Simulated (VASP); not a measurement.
# Au in VASP: notebook

Au is run at these levels: PBE; tasks: single point.

All numbers are computed with VASP 6.6.1; they aren't measurements. Logs are shortened: lines on timing, memory, paths and dates and some standing lists are left out, and cuts for length are marked.

**1. The cell of the first run**

The cell holds a sheet with vacuum, 2 atoms: a = 3.315 Å, b = 3.315 Å, c = 16.000 Å, α = 90.00°, β = 90.00°, γ = 90.00°.

**2. Single point, PBE**

The input, INCAR:

```
  PREC = Accurate
  ENCUT = 520
  EDIFF = 1E-7
  ISMEAR = 0
  SIGMA = 0.1
  LREAL = False
  LASPH = True
  NELM = 60
  ALGO = Normal
  ISIF = 2
  LWAVE = False
  LCHARG = False
  LDIPOL = True
  IDIPOL = 3
  DIPOL = 0.5 0.5 0.500
  GGA = PE
  NBANDS = 18
```

The input, KPOINTS:

```
Automatic mesh
0
Gamma
  6 6 1
```

The input, POSCAR:

```
Au
1.0
    3.3145380000      0.0000000000      0.0000000000
    0.0000000000      3.3145380000      0.0000000000
    0.0000000000      0.0000000000     16.0000000000
Au
2
Direct
    0.0000000000      0.5000000000      0.4482103400
    0.5000000000      0.0000000000      0.5517896600
```

Potentials or basis: VASP PAW PBE potentials, release 64 (Au).

The run is started by

```bash
> cat potpaw_PBE.64/Au/POTCAR > POTCAR
> mpirun -np 1 vasp_std > vasp.out
```

OUTCAR:

```text
PREC = Accurate
   ENCUT = 520
   EDIFF = 1E-7
   ISMEAR = 0
   LREAL = False
   LASPH = True
   NELM = 60
   ISIF = 2
   GGA = PE

 ion  position               nearest neighbor table
   1  0.000  0.500  0.448-   2 2.87   2 2.87   2 2.87   2 2.87
   2  0.500  0.000  0.552-   1 2.87   1 2.87   1 2.87   1 2.87

  LATTYP: Found a simple tetragonal cell.
 ALAT       =     3.3145380000
 C/A-ratio  =     4.8272187557

  Lattice vectors:

 A1 = (   3.3145380000,   0.0000000000,   0.0000000000)
 A2 = (   0.0000000000,   3.3145380000,   0.0000000000)
 A3 = (   0.0000000000,   0.0000000000,  16.0000000000)

Analysis of symmetry for initial positions (statically):
=====================================================================
 Subroutine PRICEL returns:
 Original cell was already a primitive cell.

 Routine SETGRP: Setting up the symmetry group for a
 simple tetragonal supercell.

 Subroutine GETGRP returns: Found 16 space group operations
 (whereof  8 operations were pure point group operations)
 out of a pool of 16 trial point group operations.

The static configuration has the point symmetry D_2d.
 The point group associated with its full space group is D_4h.

Analysis of symmetry for dynamics (positions and initial velocities):
=====================================================================
 Subroutine PRICEL returns:
 Original cell was already a primitive cell.

 Routine SETGRP: Setting up the symmetry group for a
 simple tetragonal supercell.

 Subroutine GETGRP returns: Found 16 space group operations
 (whereof  8 operations were pure point group operations)
 out of a pool of 16 trial point group operations.

The dynamic configuration has the point symmetry D_2d.
 The point group associated with its full space group is D_4h.

 Subroutine INISYM returns: Found 16 space group operations
 (whereof  8 operations are pure point group operations),
 and found     1 'primitive' translations

----------------------------------------------------------------------------------------

                                     Primitive cell

  volume of cell :     175.7786

  direct lattice vectors                    reciprocal lattice vectors
     3.314538000  0.000000000  0.000000000     0.301701172  0.000000000  0.000000000
     0.000000000  3.314538000  0.000000000     0.000000000  0.301701172  0.000000000
     0.000000000  0.000000000 16.000000000     0.000000000  0.000000000  0.062500000

  length of vectors
     3.314538000  3.314538000 16.000000000     0.301701172  0.301701172  0.062500000

  position of ions in fractional coordinates (direct lattice)
     0.000000000  0.500000000  0.448210340
     0.500000000  0.000000000  0.551789660

  ion indices of the primitive-cell ions
   primitive index   ion index
                 1           1
                 2           2

----------------------------------------------------------------------------------------

 KPOINTS: Automatic mesh

Automatic generation of k-mesh.
 Grid dimensions read from file:
 generate k-points for:    6    6    1

 Generating k-lattice:

  Cartesian coordinates                     Fractional coordinates (reciprocal lattice)
     0.050283529  0.000000000  0.000000000     0.166666667  0.000000000  0.000000000
     0.000000000  0.050283529  0.000000000     0.000000000  0.166666667  0.000000000
     0.000000000  0.000000000  0.062500000     0.000000000  0.000000000  1.000000000

  Length of vectors
     0.050283529  0.050283529  0.062500000

  Shift w.r.t. Gamma in fractional coordinates (k-lattice)
     0.000000000  0.000000000  0.000000000

 Subroutine IBZKPT returns following result:
 ===========================================

 Found     10 irreducible k-points:

 Following reciprocal coordinates:
            Coordinates               Weight
  0.000000  0.000000  0.000000      1.000000
  0.166667  0.000000  0.000000      4.000000
  0.333333  0.000000  0.000000      4.000000
  0.500000  0.000000  0.000000      2.000000
  0.166667  0.166667  0.000000      4.000000
  0.333333  0.166667  0.000000      8.000000
  0.500000  0.166667  0.000000      4.000000
  0.333333  0.333333  0.000000      4.000000
  0.500000  0.333333  0.000000      4.000000
  0.500000  0.500000  0.000000      1.000000
   k-points           NKPTS =     10   k-points in BZ     NKDIM =     10   number of bands    NBANDS=     18
   number of dos      NEDOS =    301   number of ions     NIONS =      2
   total plane-waves  NPLWV =  94080
   dimension x,y,z NGX =    28 NGY =   28 NGZ =  120
   dimension x,y,z NGXF=    56 NGYF=   56 NGZF=  240
   ions per type =               2
   NGX,Y,Z   is equivalent  to a cutoff of  14.04, 14.04, 12.47 a.u.
   NGXF,Y,Z  is equivalent  to a cutoff of  28.09, 28.09, 24.94 a.u.
 SYSTEM =  unknown system
   PREC   = accura    normal or accurate (medium, high low for compatibility)
   ISTART =      0    job   : 0-new  1-cont  2-samecut
   ICHARG =      2    charge: 1-file 2-atom 10-const
   ISPIN  =      1    spin polarized calculation?
   LNONCOLLINEAR =      F non collinear calculations
   LSORBIT =      F    spin-orbit coupling
   LASPH  =      T    aspherical Exc in radial PAW
   ENCUT  =  520.0 eV  38.22 Ry    6.18 a.u.   6.16  6.16 29.75*2*pi/ulx,y,z
   NELM   =     60;   NELMIN=  2; NELMDL= -5     # of ELM steps
   EDIFF  = 0.1E-06   stopping-criterion for ELM
   LREAL  =      F    real-space projection
   EDIFFG = 0.1E-05   stopping-criterion for IOM
   NSW    =      0    number of steps for IOM
   IBRION =     -1    ionic relax: 0-MD 1-quasi-New 2-CG
   NFREE  =      0    steps in history (QN), initial steepest desc. (CG)
   ISIF   =      2    stress and relaxation
   ISYM   =      2    0-nonsym 1-usesym 2-fastsym
   POTIM  = 0.5000    time-step for ionic-motion
   TEBEG  =    0.0;   TEEND  =   0.0 temperature during run
   PSTRESS=    0.0 pullay stress
   NELECT =      22.0000    total number of electrons
   NUPDOWN=      -1.0000    fix difference up-down
   EMIN   =  10.00;   EMAX   =-10.00  energy-range for DOS
   EFERMI =   0.00;   METHOD = LEGACY
   ISMEAR =     0;   SIGMA  =   0.10  broadening in eV -4-tet -1-fermi 0-gaus
   EFERMI_NEDOS =   21; number of points for ismear=-14 and -15
   IALGO  =     38    algorithm
   IMIX   =      4    mixing-type and parameters
     AMIX     =   0.40;   BMIX     =  1.00
     AMIX_MAG =   1.60;   BMIX_MAG =  1.00
  volume/ion in A,a.u.               =      87.89       593.11
  Fermi-wavevector in a.u.,A,eV,Ry     =   0.818893  1.547483  9.123869  0.670585
  Thomas-Fermi vector in A             =   1.929601
   LORBIT       =      0    0 simple, 1 ext, 2 COOP (PROOUT), +10 PAW based schemes
   GGA     = PE    functional components
   LHFCALC =     F    Hartree Fock is set to
   AEXX    =    0.0000 exact exchange contribution
   IVDW    =     0    specifies the selected vdW correction
   LEPSILON=     F    determine dielectric tensor
   LRPA    =     F    only Hartree local field effects (RPA)
 non-spin polarized calculation
 Gauss-broadening in eV      SIGMA  =   0.10
  energy-cutoff  :      520.00
  volume of cell :      175.78
 maximum number of plane-waves:      4784
 NGX is ok and might be reduce to    28
   NGX = 13   NGY = 13   NGZ = 59

 dipolmoment           0.000000      0.000000      0.000000 electrons x Angstroem

 number of electron      21.9999997 magnetization

 dipolmoment           0.000000      0.000000     -0.000000 electrons x Angstroem

 Free energy of the ion-electron system (eV)
  ---------------------------------------------------
  ext. energy  EPLUGINS =         0.00000000
  ---------------------------------------------------
  free energy    TOTEN  =        -4.79791554 eV

  energy without entropy =       -4.78706144  energy(sigma->0) =       -4.79248849

 E-fermi :  -2.2542     XC(G=0):  -3.7044

 val. band max:       -2.6133933673   @ k =   0.1667   0.0000   0.0000
 cond. band min:      -2.2022934663   @ k =   0.5000   0.1667   0.0000
 fundamental gap:      0.4110999009
 Fermi energy:        -2.2542305923

 k-point     1 :       0.0000    0.0000    0.0000
  band No.  band energies     occupation
      1      -8.5824      2.00000
      2      -6.9538      2.00000
      3      -6.6797      2.00000
      4      -5.5918      2.00000
      5      -5.5918      2.00000
      6      -5.3116      2.00000
[... 10 lines left out ...]
     17       5.5964      0.00000
     18       7.1393      0.00000

 k-point     2 :       0.1667    0.0000    0.0000
  band No.  band energies     occupation
      1      -8.1844      2.00000
      2      -6.9013      2.00000
      3      -6.4117      2.00000
      4      -5.6678      2.00000
      5      -5.6036      2.00000
      6      -5.5405      2.00000
[... 10 lines left out ...]
     17       5.3165      0.00000
     18       6.0815      0.00000

 k-point     3 :       0.3333    0.0000    0.0000
  band No.  band energies     occupation
      1      -7.3998      2.00000
      2      -6.9817      2.00000
      3      -5.8644      2.00000
      4      -5.8569      2.00000
      5      -5.6877      2.00000
      6      -5.3557      2.00000
[... 10 lines left out ...]
     17       5.0295      0.00000
     18       6.9662      0.00000

 k-point     4 :       0.5000    0.0000    0.0000
  band No.  band energies     occupation
      1      -7.0852      2.00000
      2      -7.0852      2.00000
      3      -5.9786      2.00000
      4      -5.9786      2.00000
      5      -5.1834      2.00000
      6      -5.1834      2.00000
[... 10 lines left out ...]
     17       6.1317      0.00000
     18       6.1317      0.00000

 k-point     5 :       0.1667    0.1667    0.0000
  band No.  band energies     occupation
      1      -7.7872      2.00000
      2      -6.6867      2.00000
      3      -6.3063      2.00000
      4      -5.8200      2.00000
      5      -5.7779      2.00000
      6      -5.5909      2.00000
[... 10 lines left out ...]
     17       5.2259      0.00000
     18       5.7109      0.00000

 k-point     6 :       0.3333    0.1667    0.0000
  band No.  band energies     occupation
      1      -7.0421      2.00000
      2      -6.7093      2.00000
      3      -6.1704      2.00000
      4      -6.0172      2.00000
      5      -5.6860      2.00000
      6      -5.2892      2.00000
[... 10 lines left out ...]
     17       5.3116      0.00000
     18       6.3618      0.00000

 k-point     7 :       0.5000    0.1667    0.0000
  band No.  band energies     occupation
      1      -6.8031      2.00000
      2      -6.8031      2.00000
      3      -6.2217      2.00000
      4      -6.2217      2.00000
      5      -5.2173      2.00000
      6      -5.2173      2.00000
[... 10 lines left out ...]
     17       6.4804      0.00000
     18       6.4804      0.00000

 k-point     8 :       0.3333    0.3333    0.0000
  band No.  band energies     occupation
      1      -6.5372      2.00000
      2      -6.5176      2.00000
      3      -6.4866      2.00000
      4      -6.3317      2.00000
      5      -5.3769      2.00000
      6      -4.9488      2.00000
[... 10 lines left out ...]
     17       5.8848      0.00000
     18       6.0697      0.00000

 k-point     9 :       0.5000    0.3333    0.0000
  band No.  band energies     occupation
      1      -6.5900      2.00000
      2      -6.5900      2.00000
      3      -6.4886      2.00000
      4      -6.4886      2.00000
      5      -4.9807      2.00000
      6      -4.9807      2.00000
[... 10 lines left out ...]
     17       6.4540      0.00000
     18       6.4540      0.00000

 k-point    10 :       0.5000    0.5000    0.0000
  band No.  band energies     occupation
      1      -6.7085      2.00000
      2      -6.7085      2.00000
      3      -6.5426      2.00000
      4      -6.5426      2.00000
      5      -4.5910      2.00000
      6      -4.5910      2.00000
[... 10 lines left out ...]
     17       5.9705      0.00000
     18       5.9705      0.00000

------------------------ aborting loop because EDIFF is reached ----------------------------------------

 vacuum level on the upper side and lower side of the slab       (xc-potential included)        -0.094        -0.094

  FORCE on cell =-STRESS in cart. coord.  units (eV):
  Direction    XX          YY          ZZ          XY          YZ          ZX
  --------------------------------------------------------------------------------------
  -------------------------------------------------------------------------------------
  Total       -3.1596960     -3.1596960     -1.3037633      0.0000000      0.0000000      0.0000000
  in kB      -28.7998285    -28.7998285    -11.8834716      0.0000000      0.0000000      0.0000000
  external PRESSURE =     -23.1610429 kB  Pullay stress =       0.0000000 kB

 VOLUME and BASIS-vectors are now :
 -----------------------------------------------------------------------------
  energy-cutoff  :      520.00
  volume of cell :      175.78
      direct lattice vectors                 reciprocal lattice vectors
     3.314538000  0.000000000  0.000000000     0.301701172  0.000000000  0.000000000
     0.000000000  3.314538000  0.000000000     0.000000000  0.301701172  0.000000000
     0.000000000  0.000000000 16.000000000     0.000000000  0.000000000  0.062500000

 POSITION                                       TOTAL-FORCE (eV/Angst)
 -----------------------------------------------------------------------------------
      0.00000      1.65727      7.17137        -0.000000      0.000000      0.770556
      1.65727      0.00000      8.82863         0.000000      0.000000     -0.770556
 -----------------------------------------------------------------------------------
    total drift:                                0.000000      0.000000      0.000000

  FREE ENERGIE OF THE ION-ELECTRON SYSTEM (eV)
  ---------------------------------------------------
  free  energy   TOTEN  =        -4.7979155370 eV

  energy  without entropy=       -4.7870614433  energy(sigma->0) =       -4.79248849

 vacuum level on the upper side and lower side of the slab         2.641         2.641
```

Wall time 40 s (1 thread of AMD EPYC 7R43 (Zen 3), shared host); peak memory 0.26 GiB.

Results:

```
Free energy            : -4.7979 eV
Largest force          : 0.771 eV/Å
Band gap on the k mesh : zero (band 11 reaches 0.46 eV, above the bottom of band 12 at -3.07 eV)
```

Forces in eV/Å, atoms in the order of the input:
```
Au   0.000  0.000  0.771
Au   0.000  0.000 -0.771
```

Caveat: spin-orbit coupling is left out, which moves the levels of the heavy elements.

**3. Single point, PBE**

This run uses another cell than the first one, of 102.57 Å³/atom, 1.167 times its volume.

The input, INCAR:

```
SYSTEM = Au
PREC     = Accurate       ! precision mode
ENCUT    = 520            ! plane-wave cutoff, eV
EDIFF    = 1E-7           ! SCF threshold, eV
ISMEAR   = 0              ! smearing method
SIGMA    = 0.1            ! smearing width, eV
LREAL    = .FALSE.        ! projectors in reciprocal space
LASPH    = .TRUE.         ! aspherical terms in the spheres
NELM     = 60             ! most SCF steps
ALGO     = Normal         ! electronic algorithm
ISIF     = 2              ! what is computed and relaxed
LWAVE    = .FALSE.        ! write WAVECAR
LCHARG   = .FALSE.        ! write CHGCAR
LDIPOL   = .TRUE.       
IDIPOL   = 3            
DIPOL    = 0.5 0.5 0.295
GGA      = PE             ! functional
NBANDS   = 18             ! bands
```

The input, KPOINTS:

```
Automatic mesh
0
G
  6 6 1
  0 0 0
```

The input, POSCAR:

```
Au
1.0
    2.7505168824      0.0000000000      0.0000000000
    0.0000000000      2.7505168824      0.0000000000
    0.0000000000      0.0000000000     27.1145382400
Au
2
Direct
    0.0000000000      0.5000000000      0.2532543672
    0.5000000000      0.0000000000      0.3368349738
```

Potentials or basis: VASP PAW PBE potentials, release 64 (Au).

The run is started by

```bash
> cat potpaw_PBE.64/Au/POTCAR > POTCAR
> mpirun -np 1 vasp_std > vasp.out
```

Wall time 38 s (1 thread of AMD EPYC 7R43 (Zen 3), shared host); peak memory 0.24 GiB.

Results (log left out):

```
Free energy            : -5.7386 eV
Largest force          : 0.004 eV/Å
Band gap on the k mesh : zero (band 11 reaches 1.36 eV, above the bottom of band 12 at -4.35 eV)
```

Forces in eV/Å, atoms in the order of the input:
```
Au   0.000  0.000  0.004
Au   0.000  0.000 -0.004
```

Levels at points of the mesh, in eV from the Fermi level:
| k point | band 7 | band 8 | band 9 | band 10 | band 11 | band 12 | band 13 | band 14 | band 15 | band 16 |
| --- | --- | --- | --- | --- | --- | --- | --- | --- | --- | --- |
| (0.00, 0.00, 0.00) | -2.83 | -1.99 | -1.66 | -1.63 | -1.63 | -1.37 | 1.17 | 5.00 | 5.28 | 5.67 |
| (0.50, 0.00, 0.00) | -2.45 | -2.45 | -1.85 | -1.85 | 0.94 | 0.94 | 3.45 | 3.45 | 8.30 | 8.30 |
| (0.50, 0.50, 0.00) | -2.13 | -2.13 | -0.39 | -0.39 | 4.34 | 4.34 | 7.38 | 7.38 | 7.87 | 7.87 |

Caveat: the k points lie up to 0.38 Å⁻¹ apart; spin-orbit coupling is left out, which moves the levels of the heavy elements.
